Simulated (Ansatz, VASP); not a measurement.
One calculation of SiO2, two programs

```xyz
12
Lattice="4.9727 0.0000 0.0000 0.0000 4.9727 0.0000 0.0000 0.0000 6.9257" Properties=species:S:1:pos:R:3 pbc="T T T"
Si    1.5191    1.5191    0.0000
Si    0.9672    4.0055    1.7314
Si    3.4536    3.4536    3.4628
Si    4.0055    0.9672    5.1943
O     1.1758    0.5801    1.2824
O     1.9063    3.6621    3.0138
O     3.7969    4.3926    4.7452
O     3.0664    1.3106    6.4766
O     3.6621    1.9063    3.9119
O     4.3926    3.7969    2.1805
O     1.3106    3.0664    0.4491
O     0.5801    1.1758    5.6433
```

Alike in both runs: functional PBE; k mesh 5 × 5 × 4; occupations fermi-dirac, width 0.02 eV; no spin polarisation.

Ansatz relaxed the structure, and its values are those at the end. VASP's run is a single point on that final structure, the one shown.

|  | VASP | Ansatz |
| --- | --- | --- |
| version | VASP 6.6.1 | Ansatz 0.2.0 |
| potentials or method | VASP PAW PBE potentials, release 64 (Si, O) | plane-wave PAW, scalar-relativistic |
| plane-wave cutoff (eV) | 520 | 420 |
| valence electrons in the cell | 64 | 64 |

|  | VASP | Ansatz | Ansatz less VASP |
| --- | --- | --- | --- |
| gap on the k mesh at the Fermi level (eV) | 5.62 | 5.62 | 0.000 |
| pressure (GPa) | 1.4 | 1.2 | -0.12 |
| rms of the force components (eV/Å) | 0.009 | 0.012 | +0.0028 |

Ansatz's warnings: stress scf threshold loose.
